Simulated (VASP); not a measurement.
# KF (I4/mmm) in VASP: a series of runs

The runs below take KF through single point, with r2SCAN.

Everything below comes from runs of VASP 6.6.1. Logs are shortened: lines on timing, memory, paths and dates and some standing lists are left out, and cuts for length are marked.

### Step 1. The cell of the first run

Symmetry: I4/mmm, No. 139, tetragonal system. The conventional cell has a = 3.875 Å, b = 3.875 Å, c = 5.614 Å, α = 90.00°, β = 90.00°, γ = 90.00°. K (site symmetry 4/mmm) has 6 F at 2.74 to 2.81 Å within 3.6 Å. F (site symmetry 4/mmm) has 6 K at 2.74 to 2.81 Å within 3.6 Å.

### Step 2. Single point, r2SCAN (strain +0.025 along x and y, +0.050 along z)

File POSCAR:

```
KF
1.0
    0.0000000000      2.7403375000      2.8071750000
    2.7403375000      0.0000000000      2.8071750000
    2.7403375000      2.7403375000      0.0000000000
K F
1 1
Direct
    0.0000000000      0.0000000000      0.0000000000
    0.5000000000      0.5000000000      0.5000000000
```

File INCAR.step1:

```
  ALGO = Normal
  EDIFF = 1E-4
  ENCUT = 520
  GGA = PE
  ISMEAR = 0
  LASPH = True
  LCHARG = False
  LREAL = False
  LWAVE = True
  NBANDS = 15
  NELM = 60
  PREC = Accurate
  SIGMA = 0.05
```

File INCAR.step2:

```
  ALGO = Normal
  EDIFF = 1E-6
  ENCUT = 520
  ISIF = 2
  ISMEAR = 0
  ISTART = 1
  LASPH = True
  LCHARG = False
  LMIXTAU = True
  LREAL = False
  LWAVE = False
  METAGGA = R2SCAN
  NBANDS = 15
  NELM = 60
  PREC = Accurate
  SIGMA = 0.05
```

File KPOINTS:

```
k-points
0
Gamma
  8 8 8
```

Potentials or basis: VASP PAW PBE potentials, release 64 (K_sv, F).

Run with:

```
> cat potpaw_PBE.64/K_sv/POTCAR potpaw_PBE.64/F/POTCAR > POTCAR
> cp INCAR.step1 INCAR
> mpirun -np 1 vasp_std > vasp.out
> cp INCAR.step2 INCAR
> mpirun -np 1 vasp_std > vasp.out
```

OUTCAR:

```text
EDIFF = 1E-6
   ENCUT = 520
   ISIF = 2
   ISMEAR = 0
   ISTART = 1
   LASPH = True
   LREAL = False
   METAGGA = R2SCAN
   NELM = 60
   PREC = Accurate

 ion  position               nearest neighbor table
   1  0.000  0.000  0.000-   2 2.74   2 2.74   2 2.74   2 2.74   2 2.81   2 2.81
   2  0.500  0.500  0.500-   1 2.74   1 2.74   1 2.74   1 2.74   1 2.81   1 2.81

  LATTYP: Found a body centered tetragonal cell.
 ALAT       =     3.8754224580
 C/A-ratio  =     1.4487065761

  Lattice vectors:

 A1 = (  -2.7403375000,   0.0000000000,   2.8071750000)
 A2 = (   2.7403375000,   0.0000000000,   2.8071750000)
 A3 = (   0.0000000000,   2.7403375000,  -2.8071750000)

Analysis of symmetry for initial positions (statically):
=====================================================================
 Subroutine PRICEL returns:
 Original cell was already a primitive cell.

 Routine SETGRP: Setting up the symmetry group for a
 body centered tetragonal supercell.

 Subroutine GETGRP returns: Found 16 space group operations
 (whereof 16 operations were pure point group operations)
 out of a pool of 16 trial point group operations.

The static configuration has the point symmetry D_4h.

Analysis of symmetry for dynamics (positions and initial velocities):
=====================================================================
 Subroutine PRICEL returns:
 Original cell was already a primitive cell.

 Routine SETGRP: Setting up the symmetry group for a
 body centered tetragonal supercell.

 Subroutine GETGRP returns: Found 16 space group operations
 (whereof 16 operations were pure point group operations)
 out of a pool of 16 trial point group operations.

The dynamic configuration has the point symmetry D_4h.

 Subroutine INISYM returns: Found 16 space group operations
 (whereof 16 operations are pure point group operations),
 and found     1 'primitive' translations

----------------------------------------------------------------------------------------

                                     Primitive cell

  volume of cell :      42.1607

  direct lattice vectors                    reciprocal lattice vectors
     0.000000000  2.740337500  2.807175000    -0.182459277  0.182459277  0.178115009
     2.740337500  0.000000000  2.807175000     0.182459277 -0.182459277  0.178115009
     2.740337500  2.740337500  0.000000000     0.182459277  0.182459277 -0.178115009

  length of vectors
     3.922968403  3.922968403  3.875422458     0.313540639  0.313540639  0.313540639

  position of ions in fractional coordinates (direct lattice)
     0.000000000  0.000000000  0.000000000
     0.500000000  0.500000000  0.500000000

  ion indices of the primitive-cell ions
   primitive index   ion index
                 1           1
                 2           2

----------------------------------------------------------------------------------------

 KPOINTS: k-points

Automatic generation of k-mesh.
 Grid dimensions read from file:
 generate k-points for:    8    8    8

 Generating k-lattice:

  Cartesian coordinates                     Fractional coordinates (reciprocal lattice)
    -0.022807410  0.022807410  0.022264376     0.125000000 -0.000000000  0.000000000
     0.022807410 -0.022807410  0.022264376    -0.000000000  0.125000000  0.000000000
     0.022807410  0.022807410 -0.022264376     0.000000000  0.000000000  0.125000000

  Length of vectors
     0.039192580  0.039192580  0.039192580

  Shift w.r.t. Gamma in fractional coordinates (k-lattice)
     0.000000000  0.000000000  0.000000000

 Subroutine IBZKPT returns following result:
 ===========================================

 Found     59 irreducible k-points:

 Following reciprocal coordinates:
            Coordinates               Weight
  0.000000  0.000000  0.000000      1.000000
  0.125000  0.000000  0.000000      8.000000
  0.250000  0.000000  0.000000      8.000000
  0.375000  0.000000  0.000000      8.000000
  0.500000  0.000000  0.000000      4.000000
  0.125000  0.125000  0.000000      2.000000
[... 16 lines left out ...]
  0.250000  0.000000  0.125000     16.000000
  0.375000  0.000000  0.125000     16.000000
 [... further k-points ...]
   k-points           NKPTS =     59   k-points in BZ     NKDIM =     59   number of bands    NBANDS=     15
   number of dos      NEDOS =    301   number of ions     NIONS =      2
   total plane-waves  NPLWV =  27000
   dimension x,y,z NGX =    30 NGY =   30 NGZ =   30
   dimension x,y,z NGXF=    60 NGYF=   60 NGZF=   60
   ions per type =               1   1
   NGX,Y,Z   is equivalent  to a cutoff of  12.71, 12.71, 12.87 a.u.
   NGXF,Y,Z  is equivalent  to a cutoff of  25.43, 25.43, 25.74 a.u.
 SYSTEM =  unknown system
   PREC   = accura    normal or accurate (medium, high low for compatibility)
   ISTART =      1    job   : 0-new  1-cont  2-samecut
   ICHARG =      0    charge: 1-file 2-atom 10-const
   ISPIN  =      1    spin polarized calculation?
   LNONCOLLINEAR =      F non collinear calculations
   LSORBIT =      F    spin-orbit coupling
   LASPH  =      T    aspherical Exc in radial PAW
   ENCUT  =  520.0 eV  38.22 Ry    6.18 a.u.   7.29  7.29  7.21*2*pi/ulx,y,z
   NELM   =     60;   NELMIN=  2; NELMDL=  0     # of ELM steps
   EDIFF  = 0.1E-05   stopping-criterion for ELM
   LREAL  =      F    real-space projection
   EDIFFG = 0.1E-04   stopping-criterion for IOM
   NSW    =      0    number of steps for IOM
   IBRION =     -1    ionic relax: 0-MD 1-quasi-New 2-CG
   NFREE  =      0    steps in history (QN), initial steepest desc. (CG)
   ISIF   =      2    stress and relaxation
   ISYM   =      2    0-nonsym 1-usesym 2-fastsym
   POTIM  = 0.5000    time-step for ionic-motion
   TEBEG  =    0.0;   TEEND  =   0.0 temperature during run
   PSTRESS=    0.0 pullay stress
   NELECT =      16.0000    total number of electrons
   NUPDOWN=      -1.0000    fix difference up-down
   EMIN   =  10.00;   EMAX   =-10.00  energy-range for DOS
   EFERMI =   0.00;   METHOD = LEGACY
   ISMEAR =     0;   SIGMA  =   0.05  broadening in eV -4-tet -1-fermi 0-gaus
   EFERMI_NEDOS =   21; number of points for ismear=-14 and -15
   IALGO  =     38    algorithm
   IMIX   =      4    mixing-type and parameters
     AMIX     =   0.40;   BMIX     =  1.00
     AMIX_MAG =   1.60;   BMIX_MAG =  1.00
  volume/ion in A,a.u.               =      21.08       142.26
  Fermi-wavevector in a.u.,A,eV,Ry     =   1.185256  2.239810 19.113908  1.404833
  Thomas-Fermi vector in A             =   2.321454
   LORBIT       =      0    0 simple, 1 ext, 2 COOP (PROOUT), +10 PAW based schemes
   METAGGA = R2SCAN    functional components
   LHFCALC =     F    Hartree Fock is set to
   AEXX    =    0.0000 exact exchange contribution
   IVDW    =     0    specifies the selected vdW correction
   LEPSILON=     F    determine dielectric tensor
   LRPA    =     F    only Hartree local field effects (RPA)
 non-spin polarized calculation
 Gauss-broadening in eV      SIGMA  =   0.05
  energy-cutoff  :      520.00
  volume of cell :       42.16
 maximum number of plane-waves:      1155
 NGX is ok and might be reduce to    30
   NGX = 15   NGY = 15   NGZ = 15

 number of electron      15.9999999 magnetization

 Free energy of the ion-electron system (eV)
  ---------------------------------------------------
  ext. energy  EPLUGINS =         0.00000000
  ---------------------------------------------------
  free energy    TOTEN  =       -14.92734799 eV

  energy without entropy =      -14.92734799  energy(sigma->0) =      -14.92734799

 E-fermi :  -3.3385     XC(G=0):  -8.4040

 val. band max:       -3.5714540239   @ k =   0.0000   0.0000   0.0000
 cond. band min:       2.7458977641   @ k =   0.0000   0.0000   0.0000
 fundamental gap:      6.3173517880
 Fermi energy:        -3.3385494644

 k-point     1 :       0.0000    0.0000    0.0000
  band No.  band energies     occupation
      1     -31.0032      2.00000
      2     -23.3201      2.00000
      3     -13.5593      2.00000
      4     -13.5441      2.00000
      5     -13.5441      2.00000
      6      -3.5936      2.00000
      7      -3.5715      2.00000
      8      -3.5715      2.00000
      9       2.7459      0.00000
     10       7.5078      0.00000
     11       7.6360      0.00000
     12       7.6360      0.00000
     13       9.2060      0.00000
     14       9.4318      0.00000
     15      12.9311      0.00000

 k-point     2 :       0.1250    0.0000    0.0000
  band No.  band energies     occupation
      1     -30.9947      2.00000
      2     -23.3267      2.00000
      3     -13.5840      2.00000
      4     -13.5572      2.00000
      5     -13.5471      2.00000
      6      -3.6937      2.00000
      7      -3.6239      2.00000
      8      -3.6127      2.00000
      9       3.1412      0.00000
     10       7.2914      0.00000
     11       7.7502      0.00000
     12       7.8294      0.00000
     13       9.3260      0.00000
     14       9.5478      0.00000
     15      13.6829      0.00000

 k-point     3 :       0.2500    0.0000    0.0000
  band No.  band energies     occupation
      1     -30.9741      2.00000
      2     -23.3431      2.00000
      3     -13.6598      2.00000
      4     -13.5720      2.00000
      5     -13.5544      2.00000
      6      -3.9392      2.00000
      7      -3.7156      2.00000
      8      -3.7106      2.00000
      9       4.1495      0.00000
     10       6.8520      0.00000
     11       8.2249      0.00000
     12       8.3130      0.00000
     13       9.7223      0.00000
     14       9.9152      0.00000
     15      14.7512      0.00000
[... 343 lines left out ...]
 k-point    23 :       0.2500    0.0000    0.1250
  band No.  band energies     occupation
      1     -30.9752      2.00000
      2     -23.3393      2.00000
      3     -13.6377      2.00000
      4     -13.5956      2.00000
      5     -13.5700      2.00000
      6      -3.9351      2.00000
      7      -3.6745      2.00000
      8      -3.6475      2.00000
      9       4.0262      0.00000
     10       6.5902      0.00000
     11       8.3404      0.00000
     12       8.4355      0.00000
     13       9.6315      0.00000
     14       9.7720      0.00000
     15      15.0195      0.00000

 k-point    24 :       0.3750    0.0000    0.1250
  band No.  band energies     occupation
      1     -30.9548      2.00000
      2     -23.3524      2.00000
      3     -13.7212      2.00000
      4     -13.6098      2.00000
      5     -13.5888      2.00000
      6      -4.0776      2.00000
      7      -3.7835      2.00000
      8      -3.7386      2.00000
      9       5.1241      0.00000
     10       6.4301      0.00000
     11       8.6835      0.00000
     12       8.8613      0.00000
     13      10.1940      0.00000
     14      10.4159      0.00000
     15      13.8642      0.00000

 [... further k-points ...]
[... 5 lines left out ...]
  --------------------------------------------------------------------------------------
  -------------------------------------------------------------------------------------
  Total       -0.7465770     -0.7465770     -0.9329575      0.0000000      0.0000000     -0.0000000
  in kB      -28.3711945    -28.3711945    -35.4539674      0.0000000      0.0000000     -0.0000000
  external PRESSURE =     -30.7321188 kB  Pullay stress =       0.0000000 kB

 VOLUME and BASIS-vectors are now :
 -----------------------------------------------------------------------------
  energy-cutoff  :      520.00
  volume of cell :       42.16
      direct lattice vectors                 reciprocal lattice vectors
     0.000000000  2.740337500  2.807175000    -0.182459277  0.182459277  0.178115009
     2.740337500  0.000000000  2.807175000     0.182459277 -0.182459277  0.178115009
     2.740337500  2.740337500  0.000000000     0.182459277  0.182459277 -0.178115009

 POSITION                                       TOTAL-FORCE (eV/Angst)
 -----------------------------------------------------------------------------------
      0.00000      0.00000      0.00000         0.000000     -0.000000      0.000000
      2.74034      2.74034      2.80717         0.000000      0.000000     -0.000000
 -----------------------------------------------------------------------------------
    total drift:                                0.000000      0.000000      0.000000

  FREE ENERGIE OF THE ION-ELECTRON SYSTEM (eV)
  ---------------------------------------------------
  free  energy   TOTEN  =       -14.9273479947 eV

  energy  without entropy=      -14.9273479947  energy(sigma->0) =      -14.92734799
```

Wall time 2.3 min (1 thread of AMD EPYC 7R13 (Zen 3), shared host); peak memory 0.16 GiB.

Results:

- Free energy: -14.9273 eV
- Pressure: -3.1 GPa
- Band gap on the k mesh: 6.32 eV, direct

Stress tensor (GPa, compression positive):
```
-2.84  0.00  0.00
 0.00 -2.84  0.00
 0.00  0.00 -3.55
```

Caveat: the cell differs from its parent crystal (strain +0.025 along x and y, +0.050 along z); the PAW data sets were made with another functional, which shifts forces and pressure a little.

### Step 3. Single point, r2SCAN (strain +0.050 along x and y, +0.025 along z)

File POSCAR:

```
KF
1.0
    0.0000000000      2.8071750000      2.7403375000
    2.8071750000      0.0000000000      2.7403375000
    2.8071750000      2.8071750000      0.0000000000
K F
1 1
Direct
    0.0000000000      0.0000000000      0.0000000000
    0.5000000000      0.5000000000      0.5000000000
```

File INCAR.step1:

```
PREC = Accurate
ENCUT = 520
ISMEAR = 0
SIGMA = 0.05
LREAL = False
LASPH = True
NELM = 80
NBANDS = 15
GGA = PE
ALGO = Normal
EDIFF = 1E-4
LWAVE = True
LCHARG = False
```

File INCAR.step2:

```
PREC = Accurate
ENCUT = 520
EDIFF = 1E-6
ISMEAR = 0
SIGMA = 0.05
LREAL = False
LASPH = True
NELM = 80
ALGO = Normal
ISIF = 2
LWAVE = False
LCHARG = False
METAGGA = R2SCAN
LMIXTAU = True
NBANDS = 15
ISTART = 1
```

File KPOINTS:

```
regular mesh
0
Gamma
  8 8 8
```

Potentials or basis: VASP PAW PBE potentials, release 64 (K_sv, F).

Run with:

```
> cat potpaw_PBE.64/K_sv/POTCAR potpaw_PBE.64/F/POTCAR > POTCAR
> cp INCAR.step1 INCAR
> mpirun -np 1 vasp_std > vasp.out
> cp INCAR.step2 INCAR
> mpirun -np 1 vasp_std > vasp.out
```

OUTCAR:

```text
PREC = Accurate
   ENCUT = 520
   EDIFF = 1E-6
   ISMEAR = 0
   LREAL = False
   LASPH = True
   NELM = 80
   ISIF = 2
   METAGGA = R2SCAN
   ISTART = 1

 ion  position               nearest neighbor table
   1  0.000  0.000  0.000-   2 2.74   2 2.74   2 2.81   2 2.81   2 2.81   2 2.81
   2  0.500  0.500  0.500-   1 2.74   1 2.74   1 2.81   1 2.81   1 2.81   1 2.81

  LATTYP: Found a body centered tetragonal cell.
 ALAT       =     3.9699449570
 C/A-ratio  =     1.3805418109

  Lattice vectors:

 A1 = (   0.0000000000,  -2.8071750000,  -2.7403375000)
 A2 = (   0.0000000000,   2.8071750000,  -2.7403375000)
 A3 = (   2.8071750000,   0.0000000000,   2.7403375000)

Analysis of symmetry for initial positions (statically):
=====================================================================
 Subroutine PRICEL returns:
 Original cell was already a primitive cell.

 Routine SETGRP: Setting up the symmetry group for a
 body centered tetragonal supercell.

 Subroutine GETGRP returns: Found 16 space group operations
 (whereof 16 operations were pure point group operations)
 out of a pool of 16 trial point group operations.

The static configuration has the point symmetry D_4h.

Analysis of symmetry for dynamics (positions and initial velocities):
[... 169 lines left out ...]
      1     -31.1287      2.00000
      2     -23.3565      2.00000
      3     -13.6906      2.00000
      4     -13.6906      2.00000
      5     -13.6765      2.00000
      6      -3.6339      2.00000
      7      -3.6339      2.00000
      8      -3.6120      2.00000
      9       2.5865      0.00000
     10       7.4335      0.00000
     11       7.4335      0.00000
     12       7.5563      0.00000
     13       9.0522      0.00000
     14       9.2850      0.00000
[... 401 lines left out ...]
      2     -23.3818      2.00000
      3     -13.8516      2.00000
      4     -13.7401      2.00000
      5     -13.7229      2.00000
      6      -4.0989      2.00000
      7      -3.8179      2.00000
      8      -3.7741      2.00000
      9       4.9331      0.00000
     10       6.3297      0.00000
     11       8.4581      0.00000
     12       8.7487      0.00000
     13       9.9027      0.00000
     14      10.2746      0.00000
     15      13.4941      0.00000

 [... further k-points ...]
[... 5 lines left out ...]
  --------------------------------------------------------------------------------------
  -------------------------------------------------------------------------------------
  Total       -1.0062584     -1.0062584     -0.8263311      0.0000000      0.0000000      0.0000000
  in kB      -37.3290626    -37.3290626    -30.6543191      0.0000000      0.0000000      0.0000000
  external PRESSURE =     -35.1041481 kB  Pullay stress =       0.0000000 kB

 VOLUME and BASIS-vectors are now :
 -----------------------------------------------------------------------------
  energy-cutoff  :      520.00
  volume of cell :       43.19
      direct lattice vectors                 reciprocal lattice vectors
     0.000000000  2.807175000  2.740337500    -0.178115009  0.178115009  0.182459277
     2.807175000  0.000000000  2.740337500     0.178115009 -0.178115009  0.182459277
     2.807175000  2.807175000  0.000000000     0.178115009  0.178115009 -0.182459277

 POSITION                                       TOTAL-FORCE (eV/Angst)
 -----------------------------------------------------------------------------------
      0.00000      0.00000      0.00000        -0.000000      0.000000      0.000000
      2.80717      2.80717      2.74034         0.000000     -0.000000      0.000000
 -----------------------------------------------------------------------------------
    total drift:                                0.000000      0.000000      0.000000

  FREE ENERGIE OF THE ION-ELECTRON SYSTEM (eV)
  ---------------------------------------------------
  free  energy   TOTEN  =       -14.9072379651 eV

  energy  without entropy=      -14.9072379651  energy(sigma->0) =      -14.90723797
```

OUTCAR.step1:

```text
PREC = Accurate
   ENCUT = 520
   ISMEAR = 0
   LREAL = False
   LASPH = True
[... 655 lines left out ...]
      0.00000      0.00000      0.00000        -0.000000     -0.000000      0.000000
      2.80717      2.80717      2.74034         0.000000      0.000000      0.000000
 -----------------------------------------------------------------------------------
    total drift:                                0.000000      0.000000      0.000000

  FREE ENERGIE OF THE ION-ELECTRON SYSTEM (eV)
  ---------------------------------------------------
  free  energy   TOTEN  =        -8.2793787489 eV

  energy  without entropy=       -8.2793787489  energy(sigma->0) =       -8.27937875
```

OSZICAR.step1:

```text
N       E                     dE             d eps       ncg     rms          rms(c)
DAV:   1     0.105531362434E+03    0.10553E+03   -0.79279E+03  1778   0.101E+03
DAV:   2    -0.510066160406E+01   -0.11063E+03   -0.10246E+03  2346   0.275E+02
DAV:   3    -0.946712589612E+01   -0.43665E+01   -0.43444E+01  2356   0.486E+01
DAV:   4    -0.959043491254E+01   -0.12331E+00   -0.12329E+00  2469   0.733E+00
DAV:   5    -0.959162164563E+01   -0.11867E-02   -0.11867E-02  2355   0.704E-01    0.623E+00
DAV:   6    -0.832057708847E+01    0.12710E+01   -0.37666E+00  1910   0.138E+01    0.346E+00
DAV:   7    -0.828387540299E+01    0.36702E-01   -0.67722E-02  2148   0.219E+00    0.192E+00
DAV:   8    -0.827675601916E+01    0.71194E-02   -0.58591E-02  2029   0.231E+00    0.204E-01
DAV:   9    -0.827856095188E+01   -0.18049E-02   -0.36260E-03  2134   0.501E-01    0.120E-01
DAV:  10    -0.827923305956E+01   -0.67211E-03   -0.48446E-04  1882   0.182E-01    0.690E-02
DAV:  11    -0.827937758886E+01   -0.14453E-03   -0.13452E-04  1857   0.936E-02    0.172E-02
DAV:  12    -0.827937874885E+01   -0.11600E-05   -0.90700E-06  1473   0.299E-02
   1 F= -.82793787E+01 E0= -.82793787E+01  d E =-.374153E-23
```

Run time: 2.3 min. Hardware: 1 thread of AMD EPYC 7R13 (Zen 3), shared host; peak memory 0.16 GiB.

What came out:

```yaml
Free_energy: -14.9072 eV
Pressure: -3.5 GPa
Band_gap_on_the_k_mesh: 6.20 eV, direct
```

Caveat: the cell differs from its parent crystal (strain +0.050 along x and y, +0.025 along z); the PAW data sets were made with another functional, which shifts forces and pressure a little. A k mesh can miss the band edges.
